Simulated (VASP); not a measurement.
# Cr3Pd (Pm-3m) in VASP: a series of runs

Cr3Pd is run at these levels: PBEsol; tasks: single point, relaxation of cell and atoms.

All numbers are computed with VASP 6.6.1; they aren't measurements. Logs are shortened: lines on timing, memory, paths and dates and some standing lists are left out, and cuts for length are marked.

### Step 1. The cell of the first run

Symmetry: Pm-3m, No. 221, cubic system. The conventional cell has a = 3.646 Å, b = 3.646 Å, c = 3.646 Å, α = 90.00°, β = 90.00°, γ = 90.00°. Cr (site symmetry 4/mmm) has 8 Cr at 2.58 Å and 4 Pd at 2.58 Å within 3.4 Å. Within 3.4 Å of Pd (site symmetry m-3m) lie 12 Cr at 2.58 Å.

### Step 2. Single point, PBEsol

Contents of INCAR:

```
ALGO = Normal
EDIFF = 1E-6
ENCUT = 520
GGA = PS
ISIF = 2
ISMEAR = 0
LASPH = T
LCHARG = F
LREAL = F
LWAVE = F
NBANDS = 31
NELM = 100
PREC = Accurate
SIGMA = 0.1
```

Contents of KPOINTS:

```
k-points
0
Gamma
  12 12 12
```

Contents of POSCAR:

```
Cr3Pd
1.0
    3.6460816281      0.0000000000      0.0000000000
    0.0000000000      3.6460816281      0.0000000000
    0.0000000000      0.0000000000      3.6460816281
Cr Pd
3 1
Direct
    0.0000000000      0.5000000000      0.5000000000
    0.5000000000      0.0000000000      0.5000000000
    0.5000000000      0.5000000000      0.0000000000
    0.0000000000      0.0000000000      0.0000000000
```

Potentials or basis: VASP PAW PBE potentials, release 64 (Cr_pv, Pd).

The run is started by

```sh
$ cat potpaw_PBE.64/Cr_pv/POTCAR potpaw_PBE.64/Pd/POTCAR > POTCAR
$ mpirun -np 1 vasp_std > vasp.out
```

OUTCAR:

```text
EDIFF = 1E-6
   ENCUT = 520
   GGA = PS
   ISIF = 2
   ISMEAR = 0
   LASPH = T
   LREAL = F
   NELM = 100
   PREC = Accurate

 ion  position               nearest neighbor table
   1  0.000  0.500  0.500-   2 2.58   3 2.58   4 2.58   3 2.58   4 2.58   2 2.58   4 2.58   4 2.58
                             2 2.58   3 2.58   3 2.58   2 2.58
   2  0.500  0.000  0.500-   1 2.58   3 2.58   4 2.58   3 2.58   4 2.58   1 2.58   3 2.58   3 2.58
                             1 2.58   4 2.58   4 2.58   1 2.58
   3  0.500  0.500  0.000-   1 2.58   2 2.58   4 2.58   1 2.58   2 2.58   2 2.58   4 2.58   2 2.58
                             1 2.58   4 2.58   1 2.58   4 2.58
   4  0.000  0.000  0.000-   1 2.58   2 2.58   3 2.58   1 2.58   2 2.58   1 2.58   3 2.58   1 2.58
                             2 2.58   3 2.58   2 2.58   3 2.58

  LATTYP: Found a simple cubic cell.
 ALAT       =     3.6460816281

  Lattice vectors:

 A1 = (   3.6460816281,   0.0000000000,   0.0000000000)
 A2 = (   0.0000000000,   3.6460816281,   0.0000000000)
 A3 = (   0.0000000000,   0.0000000000,   3.6460816281)

Analysis of symmetry for initial positions (statically):
=====================================================================
 Subroutine PRICEL returns:
 Original cell was already a primitive cell.

 Routine SETGRP: Setting up the symmetry group for a
 simple cubic supercell.

 Subroutine GETGRP returns: Found 48 space group operations
 (whereof 48 operations were pure point group operations)
 out of a pool of 48 trial point group operations.

The static configuration has the point symmetry O_h .

Analysis of symmetry for dynamics (positions and initial velocities):
=====================================================================
 Subroutine PRICEL returns:
 Original cell was already a primitive cell.

 Routine SETGRP: Setting up the symmetry group for a
 simple cubic supercell.

 Subroutine GETGRP returns: Found 48 space group operations
 (whereof 48 operations were pure point group operations)
 out of a pool of 48 trial point group operations.

The dynamic configuration has the point symmetry O_h .

 Subroutine INISYM returns: Found 48 space group operations
 (whereof 48 operations are pure point group operations),
 and found     1 'primitive' translations

----------------------------------------------------------------------------------------

                                     Primitive cell

  volume of cell :      48.4707

  direct lattice vectors                    reciprocal lattice vectors
     3.646081628  0.000000000  0.000000000     0.274267036  0.000000000  0.000000000
     0.000000000  3.646081628  0.000000000     0.000000000  0.274267036  0.000000000
     0.000000000  0.000000000  3.646081628     0.000000000  0.000000000  0.274267036

  length of vectors
     3.646081628  3.646081628  3.646081628     0.274267036  0.274267036  0.274267036

  position of ions in fractional coordinates (direct lattice)
     0.000000000  0.500000000  0.500000000
     0.500000000  0.000000000  0.500000000
     0.500000000  0.500000000  0.000000000
     0.000000000  0.000000000  0.000000000

  ion indices of the primitive-cell ions
   primitive index   ion index
                 1           1
                 2           2
                 3           3
                 4           4

----------------------------------------------------------------------------------------

 KPOINTS: k-points

Automatic generation of k-mesh.
 Grid dimensions read from file:
 generate k-points for:   12   12   12

 Generating k-lattice:

  Cartesian coordinates                     Fractional coordinates (reciprocal lattice)
     0.022855586  0.000000000  0.000000000     0.083333333  0.000000000  0.000000000
     0.000000000  0.022855586  0.000000000     0.000000000  0.083333333  0.000000000
     0.000000000  0.000000000  0.022855586     0.000000000  0.000000000  0.083333333

  Length of vectors
     0.022855586  0.022855586  0.022855586

  Shift w.r.t. Gamma in fractional coordinates (k-lattice)
     0.000000000  0.000000000  0.000000000

 Subroutine IBZKPT returns following result:
 ===========================================

 Found     84 irreducible k-points:

 Following reciprocal coordinates:
            Coordinates               Weight
  0.000000  0.000000  0.000000      1.000000
  0.083333  0.000000  0.000000      6.000000
  0.166667  0.000000  0.000000      6.000000
  0.250000  0.000000  0.000000      6.000000
  0.333333  0.000000  0.000000      6.000000
  0.416667  0.000000  0.000000      6.000000
[... 16 lines left out ...]
  0.333333  0.333333  0.000000     12.000000
  0.416667  0.333333  0.000000     24.000000
 [... further k-points ...]
   k-points           NKPTS =     84   k-points in BZ     NKDIM =     84   number of bands    NBANDS=     31
   number of dos      NEDOS =    301   number of ions     NIONS =      4
   total plane-waves  NPLWV =  21952
   dimension x,y,z NGX =    28 NGY =   28 NGZ =   28
   dimension x,y,z NGXF=    56 NGYF=   56 NGZF=   56
   ions per type =               3   1
   NGX,Y,Z   is equivalent  to a cutoff of  12.77, 12.77, 12.77 a.u.
   NGXF,Y,Z  is equivalent  to a cutoff of  25.53, 25.53, 25.53 a.u.
 SYSTEM =  unknown system
   PREC   = accura    normal or accurate (medium, high low for compatibility)
   ISTART =      0    job   : 0-new  1-cont  2-samecut
   ICHARG =      2    charge: 1-file 2-atom 10-const
   ISPIN  =      1    spin polarized calculation?
   LNONCOLLINEAR =      F non collinear calculations
   LSORBIT =      F    spin-orbit coupling
   LASPH  =      T    aspherical Exc in radial PAW
   ENCUT  =  520.0 eV  38.22 Ry    6.18 a.u.   6.78  6.78  6.78*2*pi/ulx,y,z
   NELM   =    100;   NELMIN=  2; NELMDL= -5     # of ELM steps
   EDIFF  = 0.1E-05   stopping-criterion for ELM
   LREAL  =      F    real-space projection
   EDIFFG = 0.1E-04   stopping-criterion for IOM
   NSW    =      0    number of steps for IOM
   IBRION =     -1    ionic relax: 0-MD 1-quasi-New 2-CG
   NFREE  =      0    steps in history (QN), initial steepest desc. (CG)
   ISIF   =      2    stress and relaxation
   ISYM   =      2    0-nonsym 1-usesym 2-fastsym
   POTIM  = 0.5000    time-step for ionic-motion
   TEBEG  =    0.0;   TEEND  =   0.0 temperature during run
   PSTRESS=    0.0 pullay stress
   NELECT =      46.0000    total number of electrons
   NUPDOWN=      -1.0000    fix difference up-down
   EMIN   =  10.00;   EMAX   =-10.00  energy-range for DOS
   EFERMI =   0.00;   METHOD = LEGACY
   ISMEAR =     0;   SIGMA  =   0.10  broadening in eV -4-tet -1-fermi 0-gaus
   EFERMI_NEDOS =   21; number of points for ismear=-14 and -15
   IALGO  =     38    algorithm
   IMIX   =      4    mixing-type and parameters
     AMIX     =   0.40;   BMIX     =  1.00
     AMIX_MAG =   1.60;   BMIX_MAG =  1.00
  volume/ion in A,a.u.               =      12.12        81.77
  Fermi-wavevector in a.u.,A,eV,Ry     =   1.608796  3.040184 35.214946  2.588225
  Thomas-Fermi vector in A             =   2.704609
   LORBIT       =      0    0 simple, 1 ext, 2 COOP (PROOUT), +10 PAW based schemes
   GGA     = PS    functional components
   LHFCALC =     F    Hartree Fock is set to
   AEXX    =    0.0000 exact exchange contribution
   IVDW    =     0    specifies the selected vdW correction
   LEPSILON=     F    determine dielectric tensor
   LRPA    =     F    only Hartree local field effects (RPA)
 non-spin polarized calculation
 Gauss-broadening in eV      SIGMA  =   0.10
  energy-cutoff  :      520.00
  volume of cell :       48.47
 maximum number of plane-waves:      1332
 NGX is ok and might be reduce to    28
   NGX = 13   NGY = 13   NGZ = 13

 number of electron      46.0000013 magnetization

 Free energy of the ion-electron system (eV)
  ---------------------------------------------------
  ext. energy  EPLUGINS =         0.00000000
  ---------------------------------------------------
  free energy    TOTEN  =       -35.71239006 eV

  energy without entropy =      -35.68773232  energy(sigma->0) =      -35.70006119

 E-fermi :  10.9273     XC(G=0): -13.8255

 val. band max:       10.9213236044   @ k =   0.5000   0.0833   0.0000
 cond. band min:      10.9378564680   @ k =   0.4167   0.4167   0.4167
 fundamental gap:      0.0165328636
 Fermi energy:        10.9273429439

 k-point     1 :       0.0000    0.0000    0.0000
  band No.  band energies     occupation
      1     -32.0280      2.00000
      2     -32.0280      2.00000
      3     -32.0280      2.00000
      4     -31.7336      2.00000
      5     -31.7336      2.00000
      6     -31.7336      2.00000
[... 23 lines left out ...]
     30      13.6402      0.00000
     31      14.2893      0.00000

 k-point     2 :       0.0833    0.0000    0.0000
  band No.  band energies     occupation
      1     -32.0229      2.00000
      2     -32.0229      2.00000
      3     -32.0204      2.00000
      4     -31.7353      2.00000
      5     -31.7353      2.00000
      6     -31.7344      2.00000
[... 23 lines left out ...]
     30      13.6404      0.00000
     31      13.9504      0.00000

 k-point     3 :       0.1667    0.0000    0.0000
  band No.  band energies     occupation
      1     -32.0083      2.00000
      2     -32.0083      2.00000
      3     -31.9981      2.00000
      4     -31.7406      2.00000
      5     -31.7406      2.00000
      6     -31.7365      2.00000
[... 23 lines left out ...]
     30      13.1477      0.00000
     31      13.6408      0.00000

 k-point     4 :       0.2500    0.0000    0.0000
  band No.  band energies     occupation
      1     -31.9863      2.00000
      2     -31.9863      2.00000
      3     -31.9626      2.00000
      4     -31.7495      2.00000
      5     -31.7495      2.00000
      6     -31.7394      2.00000
[... 23 lines left out ...]
     30      12.8618      0.00000
     31      13.6414      0.00000

 k-point     5 :       0.3333    0.0000    0.0000
  band No.  band energies     occupation
      1     -31.9608      2.00000
      2     -31.9608      2.00000
      3     -31.9170      2.00000
      4     -31.7617      2.00000
      5     -31.7617      2.00000
      6     -31.7424      2.00000
[... 23 lines left out ...]
     30      12.7548      0.00000
     31      13.6421      0.00000
[... 542 lines left out ...]
     30      12.9287      0.00000
     31      13.4277      0.00000

 k-point    22 :       0.5000    0.2500    0.0000
  band No.  band energies     occupation
      1     -31.9595      2.00000
      2     -31.9322      2.00000
      3     -31.8768      2.00000
      4     -31.7907      2.00000
      5     -31.7815      2.00000
      6     -31.7502      2.00000
[... 23 lines left out ...]
     30      12.9490      0.00000
     31      13.0174      0.00000

 k-point    23 :       0.3333    0.3333    0.0000
  band No.  band energies     occupation
      1     -32.0038      2.00000
      2     -31.8951      2.00000
      3     -31.8838      2.00000
      4     -31.8227      2.00000
      5     -31.7707      2.00000
      6     -31.7287      2.00000
[... 23 lines left out ...]
     30      12.7105      0.00000
     31      14.4989      0.00000

 k-point    24 :       0.4167    0.3333    0.0000
  band No.  band energies     occupation
      1     -31.9996      2.00000
      2     -31.9213      2.00000
      3     -31.8551      2.00000
      4     -31.8035      2.00000
      5     -31.7774      2.00000
      6     -31.7545      2.00000
[... 23 lines left out ...]
     30      13.0078      0.00000
     31      13.9865      0.00000

 [... further k-points ...]

------------------------ aborting loop because EDIFF is reached ----------------------------------------

  FORCE on cell =-STRESS in cart. coord.  units (eV):
  Direction    XX          YY          ZZ          XY          YZ          ZX
  --------------------------------------------------------------------------------------
  -------------------------------------------------------------------------------------
  Total       -0.1403740     -0.1403740     -0.1403740      0.0000000      0.0000000      0.0000000
  in kB       -4.6400017     -4.6400017     -4.6400017      0.0000000      0.0000000      0.0000000
  external PRESSURE =      -4.6400017 kB  Pullay stress =       0.0000000 kB

 VOLUME and BASIS-vectors are now :
 -----------------------------------------------------------------------------
  energy-cutoff  :      520.00
  volume of cell :       48.47
      direct lattice vectors                 reciprocal lattice vectors
     3.646081628  0.000000000  0.000000000     0.274267036  0.000000000  0.000000000
     0.000000000  3.646081628  0.000000000     0.000000000  0.274267036  0.000000000
     0.000000000  0.000000000  3.646081628     0.000000000  0.000000000  0.274267036

 POSITION                                       TOTAL-FORCE (eV/Angst)
 -----------------------------------------------------------------------------------
      0.00000      1.82304      1.82304         0.000000      0.000000      0.000000
      1.82304      0.00000      1.82304         0.000000      0.000000      0.000000
      1.82304      1.82304      0.00000         0.000000      0.000000      0.000000
      0.00000      0.00000      0.00000         0.000000      0.000000      0.000000
 -----------------------------------------------------------------------------------
    total drift:                                0.000000      0.000000      0.000000

  FREE ENERGIE OF THE ION-ELECTRON SYSTEM (eV)
  ---------------------------------------------------
  free  energy   TOTEN  =       -35.7123900602 eV

  energy  without entropy=      -35.6877323176  energy(sigma->0) =      -35.70006119
```

It took 1.7 min on 1 thread of Intel Xeon Platinum 8259CL at 2.50GHz (Skylake/Cascade Lake), shared host; peak memory 0.24 GiB.

Results:

| Item | Value |
| --- | --- |
| Free energy | -35.7124 eV |
| Pressure | -0.5 GPa |
| Band gap on the k mesh | zero (band 23 reaches 12.74 eV, above the bottom of band 24 at 10.33 eV) |

Caveat: the PAW data sets were made with another functional, which shifts forces and pressure a little. Spin polarisation is off, so any magnetic state and its effect on volume and gap are missing.

(Continued in part 2 of 2.)
